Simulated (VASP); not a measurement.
A run of VASP 6.6.1:

INCAR

```
SYSTEM = TiAl
PREC = Accurate ; ENCUT = 520
EDIFF = 1E-6 ; ISMEAR = 0
SIGMA = 0.15 ; LREAL = .False.
LASPH = .True. ; NELM = 150
ALGO = Normal ; ISIF = 2
LWAVE = .False. ; LCHARG = .False.
ISPIN = 2 ; MAGMOM = 0.375 0
LORBIT = 11 ; NUPDOWN = 0.375
LMAXMIX = 4 ; GGA = PS
NBANDS = 18
```

Contents of KPOINTS:

```
Automatic mesh
0
Gamma
  21 21 12
  0 0 0
```

The input POSCAR:

```
TiAl
1.0
    2.9215484151      0.0000000000      0.0000000000
   -1.4607742075      2.5301351459      0.0000000000
    0.0000000000      0.0000000000      4.7392337000
Ti Al
1 1
Direct
    0.0000000000      0.0000000000      0.0000000000
    0.3333333333      0.6666666667      0.5000000000
```

Potentials or basis: VASP PAW PBE potentials, release 64 (Ti_sv, Al).

Command:

```bash
$ cat potpaw_PBE.64/Ti_sv/POTCAR potpaw_PBE.64/Al/POTCAR > POTCAR
$ mpirun -np 1 vasp_std > vasp.out
```

Hardware: 1 thread of Intel(R) Xeon(R) 6975P-C (Granite Rapids), with other jobs on the host.

How long does it take, and how much memory?

Run time: 2.3 min on 1 thread of Intel(R) Xeon(R) 6975P-C (Granite Rapids), with other jobs on the host, peak memory 0.42 GiB. Counts: scf iterations 14, k points 336.
